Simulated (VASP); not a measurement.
# WS2 in VASP: single point with r2SCAN

Aim: the single point of WS2 with r2SCAN.

All numbers are computed with VASP 6.6.1; they aren't measurements. Logs are shortened: lines on timing, memory, paths and dates and some standing lists are left out, and cuts for length are marked.

### 1 The cell of the first run

The cell holds a slab with vacuum, 12 atoms: a = 3.181 Å, b = 3.181 Å, c = 48.341 Å, α = 90.00°, β = 90.00°, γ = 120.00°.

### 2 Single point, r2SCAN

Input file POSCAR:

```
WS2
1.0
    3.1814118308      0.0000000000      0.0000000000
   -1.5907059154      2.7551834654      0.0000000000
    0.0000000000      0.0000000000     48.3414037887
S W
8 4
Direct
    0.3333333333      0.6666666667      0.1551465082
    0.3333333333      0.6666666667      0.2196591451
    0.6666666667      0.3333333333      0.2903231420
    0.6666666667      0.3333333333      0.3548357789
    0.3333333333      0.6666666667      0.6451642211
    0.3333333333      0.6666666667      0.7096768580
    0.6666666667      0.3333333333      0.7803408549
    0.6666666667      0.3333333333      0.8448534918
    0.6666666667      0.3333333333      0.1873965367
    0.3333333333      0.6666666667      0.3225857504
    0.6666666667      0.3333333333      0.6774142496
    0.3333333333      0.6666666667      0.8126034633
```

Input file INCAR.step1:

```
PREC = Accurate ; ENCUT = 520
ISMEAR = 0 ; SIGMA = 0.05
LREAL = False ; LASPH = True
NELM = 100 ; LDIPOL = True
IDIPOL = 3 ; DIPOL = 0.5 0.5 0.500
NBANDS = 64 ; GGA = PE
ALGO = Normal ; EDIFF = 1E-4
LWAVE = True ; LCHARG = False
```

Input file INCAR.step2:

```
PREC = Accurate ; ENCUT = 520
EDIFF = 1E-6 ; ISMEAR = 0
SIGMA = 0.05 ; LREAL = False
LASPH = True ; NELM = 100
ALGO = Normal ; ISIF = 2
LWAVE = False ; LCHARG = True
LDIPOL = True ; IDIPOL = 3
DIPOL = 0.5 0.5 0.500 ; METAGGA = R2SCAN
LMIXTAU = True ; LELF = True
LVHAR = True ; LVACPOTAV = True
NBANDS = 64 ; ISTART = 1
```

Input file KPOINTS:

```
Automatic mesh
0
Gamma
  9 9 1
```

Potentials or basis: VASP PAW PBE potentials, release 64 (S, W_sv).

The run is started by

```bash
$ cat potpaw_PBE.64/S/POTCAR potpaw_PBE.64/W_sv/POTCAR > POTCAR
$ cp INCAR.step1 INCAR
$ mpirun -np 1 vasp_std > vasp.out
$ cp INCAR.step2 INCAR
$ mpirun -np 1 vasp_std > vasp.out
```

OUTCAR:

```text
PREC = Accurate
   ENCUT = 520
   EDIFF = 1E-6
   ISMEAR = 0
   LREAL = False
   LASPH = True
   NELM = 100
   ISIF = 2
   METAGGA = R2SCAN
   ISTART = 1

 ion  position               nearest neighbor table
   1  0.333  0.667  0.155-   9 2.41   9 2.41   9 2.41
   2  0.333  0.667  0.220-   9 2.41   9 2.41   9 2.41
   3  0.667  0.333  0.290-  10 2.41  10 2.41  10 2.41
   4  0.667  0.333  0.355-  10 2.41  10 2.41  10 2.41
   5  0.333  0.667  0.645-  11 2.41  11 2.41  11 2.41
   6  0.333  0.667  0.710-  11 2.41  11 2.41  11 2.41
   7  0.667  0.333  0.780-  12 2.41  12 2.41  12 2.41
   8  0.667  0.333  0.845-  12 2.41  12 2.41  12 2.41
   9  0.667  0.333  0.187-   1 2.41   1 2.41   1 2.41   2 2.41   2 2.41   2 2.41
  10  0.333  0.667  0.323-   4 2.41   4 2.41   4 2.41   3 2.41   3 2.41   3 2.41
  11  0.667  0.333  0.677-   5 2.41   5 2.41   5 2.41   6 2.41   6 2.41   6 2.41
  12  0.333  0.667  0.813-   8 2.41   8 2.41   8 2.41   7 2.41   7 2.41   7 2.41

  LATTYP: Found a hexagonal cell.
 ALAT       =     3.1814118308
 C/A-ratio  =    15.1949531716

  Lattice vectors:

 A1 = (   3.1814118308,   0.0000000000,   0.0000000000)
 A2 = (  -1.5907059154,   2.7551834654,   0.0000000000)
 A3 = (   0.0000000000,   0.0000000000,  48.3414037887)

Analysis of symmetry for initial positions (statically):
=====================================================================
 Subroutine PRICEL returns:
 Original cell was already a primitive cell.

 Routine SETGRP: Setting up the symmetry group for a
 hexagonal supercell.

 Subroutine GETGRP returns: Found 12 space group operations
 (whereof 12 operations were pure point group operations)
 out of a pool of 24 trial point group operations.

The static configuration has the point symmetry D_3d.

Analysis of symmetry for dynamics (positions and initial velocities):
=====================================================================
 Subroutine PRICEL returns:
 Original cell was already a primitive cell.

 Routine SETGRP: Setting up the symmetry group for a
 hexagonal supercell.

 Subroutine GETGRP returns: Found 12 space group operations
 (whereof 12 operations were pure point group operations)
 out of a pool of 24 trial point group operations.

The dynamic configuration has the point symmetry D_3d.

 Subroutine INISYM returns: Found 12 space group operations
 (whereof 12 operations are pure point group operations),
 and found     1 'primitive' translations

----------------------------------------------------------------------------------------

                                     Primitive cell

  volume of cell :     423.7304

  direct lattice vectors                    reciprocal lattice vectors
     3.181411831  0.000000000  0.000000000     0.314325857  0.181476118  0.000000000
    -1.590705915  2.755183465  0.000000000     0.000000000  0.362952236  0.000000000
     0.000000000  0.000000000 48.341403789     0.000000000  0.000000000  0.020686201

  length of vectors
     3.181411831  3.181411831 48.341403789     0.362952236  0.362952236  0.020686201

  position of ions in fractional coordinates (direct lattice)
     0.333333333  0.666666667  0.155146508
     0.333333333  0.666666667  0.219659145
     0.666666667  0.333333333  0.290323142
     0.666666667  0.333333333  0.354835779
     0.333333333  0.666666667  0.645164221
     0.333333333  0.666666667  0.709676858
     0.666666667  0.333333333  0.780340855
     0.666666667  0.333333333  0.844853492
     0.666666667  0.333333333  0.187396537
     0.333333333  0.666666667  0.322585750
     0.666666667  0.333333333  0.677414250
     0.333333333  0.666666667  0.812603463

  ion indices of the primitive-cell ions
   primitive index   ion index
                 1           1
                 2           2
                 3           3
                 4           4
                 5           5
                 6           6
                 7           7
                 8           8
                 9           9
                10          10
                11          11
                12          12

----------------------------------------------------------------------------------------

 KPOINTS: Automatic mesh

Automatic generation of k-mesh.
 Grid dimensions read from file:
 generate k-points for:    9    9    1

 Generating k-lattice:

  Cartesian coordinates                     Fractional coordinates (reciprocal lattice)
     0.034925095  0.020164013  0.000000000     0.111111111  0.000000000  0.000000000
     0.000000000  0.040328026  0.000000000     0.000000000  0.111111111  0.000000000
     0.000000000  0.000000000  0.020686201     0.000000000  0.000000000  1.000000000

  Length of vectors
     0.040328026  0.040328026  0.020686201

  Shift w.r.t. Gamma in fractional coordinates (k-lattice)
     0.000000000  0.000000000  0.000000000

 Subroutine IBZKPT returns following result:
 ===========================================

 Found     12 irreducible k-points:

 Following reciprocal coordinates:
            Coordinates               Weight
  0.000000  0.000000  0.000000      1.000000
  0.111111 -0.000000  0.000000      6.000000
  0.222222 -0.000000  0.000000      6.000000
  0.333333 -0.000000  0.000000      6.000000
  0.444444 -0.000000  0.000000      6.000000
  0.111111  0.111111  0.000000      6.000000
  0.222222  0.111111  0.000000     12.000000
  0.333333  0.111111  0.000000     12.000000
  0.444444  0.111111  0.000000      6.000000
  0.222222  0.222222  0.000000      6.000000
  0.333333  0.222222  0.000000     12.000000
  0.333333  0.333333  0.000000      2.000000
   k-points           NKPTS =     12   k-points in BZ     NKDIM =     12   number of bands    NBANDS=     64
   number of dos      NEDOS =    301   number of ions     NIONS =     12
   total plane-waves  NPLWV = 207360
   dimension x,y,z NGX =    24 NGY =   24 NGZ =  360
   dimension x,y,z NGXF=    48 NGYF=   48 NGZF=  720
   ions per type =               8   4
   NGX,Y,Z   is equivalent  to a cutoff of  12.54, 12.54, 12.38 a.u.
   NGXF,Y,Z  is equivalent  to a cutoff of  25.08, 25.08, 24.76 a.u.
 SYSTEM =  unknown system
   PREC   = accura    normal or accurate (medium, high low for compatibility)
   ISTART =      1    job   : 0-new  1-cont  2-samecut
   ICHARG =      0    charge: 1-file 2-atom 10-const
   ISPIN  =      1    spin polarized calculation?
   LNONCOLLINEAR =      F non collinear calculations
   LSORBIT =      F    spin-orbit coupling
   LASPH  =      T    aspherical Exc in radial PAW
   ENCUT  =  520.0 eV  38.22 Ry    6.18 a.u.   5.92  5.92 89.88*2*pi/ulx,y,z
   NELM   =    100;   NELMIN=  2; NELMDL=  0     # of ELM steps
   EDIFF  = 0.1E-05   stopping-criterion for ELM
   LREAL  =      F    real-space projection
   EDIFFG = 0.1E-04   stopping-criterion for IOM
   NSW    =      0    number of steps for IOM
   IBRION =     -1    ionic relax: 0-MD 1-quasi-New 2-CG
   NFREE  =      0    steps in history (QN), initial steepest desc. (CG)
   ISIF   =      2    stress and relaxation
   ISYM   =      2    0-nonsym 1-usesym 2-fastsym
   POTIM  = 0.5000    time-step for ionic-motion
   TEBEG  =    0.0;   TEEND  =   0.0 temperature during run
   PSTRESS=    0.0 pullay stress
   NELECT =     104.0000    total number of electrons
   NUPDOWN=      -1.0000    fix difference up-down
   EMIN   =  10.00;   EMAX   =-10.00  energy-range for DOS
   EFERMI =   0.00;   METHOD = LEGACY
   ISMEAR =     0;   SIGMA  =   0.05  broadening in eV -4-tet -1-fermi 0-gaus
   EFERMI_NEDOS =   21; number of points for ismear=-14 and -15
   IALGO  =     38    algorithm
   IMIX   =      4    mixing-type and parameters
     AMIX     =   0.40;   BMIX     =  1.00
     AMIX_MAG =   1.60;   BMIX_MAG =  1.00
  volume/ion in A,a.u.               =      35.31       238.29
  Fermi-wavevector in a.u.,A,eV,Ry     =   1.024997  1.936964 14.294546  1.050619
  Thomas-Fermi vector in A             =   2.158814
   LORBIT       =      0    0 simple, 1 ext, 2 COOP (PROOUT), +10 PAW based schemes
   METAGGA = R2SCAN    functional components
   LHFCALC =     F    Hartree Fock is set to
   AEXX    =    0.0000 exact exchange contribution
   IVDW    =     0    specifies the selected vdW correction
   LEPSILON=     F    determine dielectric tensor
   LRPA    =     F    only Hartree local field effects (RPA)
 non-spin polarized calculation
 Gauss-broadening in eV      SIGMA  =   0.05
  energy-cutoff  :      520.00
  volume of cell :      423.73
 maximum number of plane-waves:     11470
 NGX is ok and might be reduce to    24
   NGX = 11   NGY = 11   NGZ =179

 dipolmoment           0.000000      0.000000      0.000000 electrons x Angstroem

 number of electron     103.9999999 magnetization

 dipolmoment           0.000000      0.000000     -0.000000 electrons x Angstroem

 Free energy of the ion-electron system (eV)
  ---------------------------------------------------
  ext. energy  EPLUGINS =         0.00000000
  ---------------------------------------------------
  free energy    TOTEN  =      -280.24402116 eV

  energy without entropy =     -280.24402116  energy(sigma->0) =     -280.24402116

 E-fermi :   1.0876     XC(G=0):  -6.2435

 val. band max:        0.7360846241   @ k =   0.0000   0.0000   0.0000
 cond. band min:       2.3368499702   @ k =   0.3333   0.3333   0.0000
 fundamental gap:      1.6007653461
 Fermi energy:         1.0876132122

 k-point     1 :       0.0000    0.0000    0.0000
  band No.  band energies     occupation
      1     -75.5426      2.00000
      2     -75.5426      2.00000
      3     -75.5425      2.00000
      4     -75.5425      2.00000
      5     -39.1306      2.00000
      6     -39.1306      2.00000
[... 793 lines left out ...]
     63       4.7042      0.00000
     64       4.7042      0.00000

------------------------ aborting loop because EDIFF is reached ----------------------------------------

  FORCE on cell =-STRESS in cart. coord.  units (eV):
  Direction    XX          YY          ZZ          XY          YZ          ZX
  --------------------------------------------------------------------------------------
  -------------------------------------------------------------------------------------
  Total        0.2744957      0.2744957      0.1592043      0.0000000     -0.0000000      0.0000000
  in kB        1.0379024      1.0379024      0.6019713      0.0000000     -0.0000000      0.0000000
  external PRESSURE =       0.8925920 kB  Pullay stress =       0.0000000 kB

 VOLUME and BASIS-vectors are now :
 -----------------------------------------------------------------------------
  energy-cutoff  :      520.00
  volume of cell :      423.73
      direct lattice vectors                 reciprocal lattice vectors
     3.181411831  0.000000000  0.000000000     0.314325857  0.181476118  0.000000000
    -1.590705915  2.755183465  0.000000000     0.000000000  0.362952236  0.000000000
     0.000000000  0.000000000 48.341403789     0.000000000  0.000000000  0.020686201

 POSITION                                       TOTAL-FORCE (eV/Angst)
 -----------------------------------------------------------------------------------
     -0.00000      1.83679      7.50000         0.000000      0.000000     -0.020555
     -0.00000      1.83679     10.61863        -0.000000      0.000000      0.022117
      1.59071      0.91839     14.03463         0.000000     -0.000000     -0.022015
      1.59071      0.91839     17.15326         0.000000     -0.000000      0.020649
     -0.00000      1.83679     31.18814        -0.000000      0.000000     -0.020649
     -0.00000      1.83679     34.30678        -0.000000      0.000000      0.022015
      1.59071      0.91839     37.72277        -0.000000      0.000000     -0.022117
      1.59071      0.91839     40.84140        -0.000000      0.000000      0.020555
      1.59071      0.91839      9.05901        -0.000000     -0.000000     -0.000961
     -0.00000      1.83679     15.59425        -0.000000      0.000000      0.000638
      1.59071      0.91839     32.74716         0.000000     -0.000000     -0.000638
     -0.00000      1.83679     39.28239         0.000000      0.000000      0.000961
 -----------------------------------------------------------------------------------
    total drift:                                0.000000     -0.000000     -0.000000

  FREE ENERGIE OF THE ION-ELECTRON SYSTEM (eV)
  ---------------------------------------------------
  free  energy   TOTEN  =      -280.2440211553 eV

  energy  without entropy=     -280.2440211553  energy(sigma->0) =     -280.24402116

 vacuum level on the upper side and lower side of the slab         6.319         6.319
```

Run time: 54 min. Hardware: 1 thread of Intel Xeon Platinum 8488C (Sapphire Rapids), shared host; peak memory 0.67 GiB.

What came out:

| Property | Result |
| --- | --- |
| Free energy | -280.2440 eV |
| Largest force | 0.022 eV/Å |
| Band gap on the k mesh | 1.60 eV (least direct gap 1.90 eV) |

Forces on the atoms (eV/Å):
```
S    0.000  0.000 -0.021
S    0.000  0.000  0.022
S    0.000  0.000 -0.022
S    0.000  0.000  0.021
S    0.000  0.000 -0.021
S    0.000  0.000  0.022
S    0.000  0.000 -0.022
S    0.000  0.000  0.021
W    0.000  0.000 -0.001
W    0.000  0.000  0.001
W    0.000  0.000 -0.001
W    0.000  0.000  0.001
```

Caveat: the PAW data sets were made with another functional, which shifts forces and pressure a little; spin-orbit coupling is left out, which moves the levels of the heavy elements.
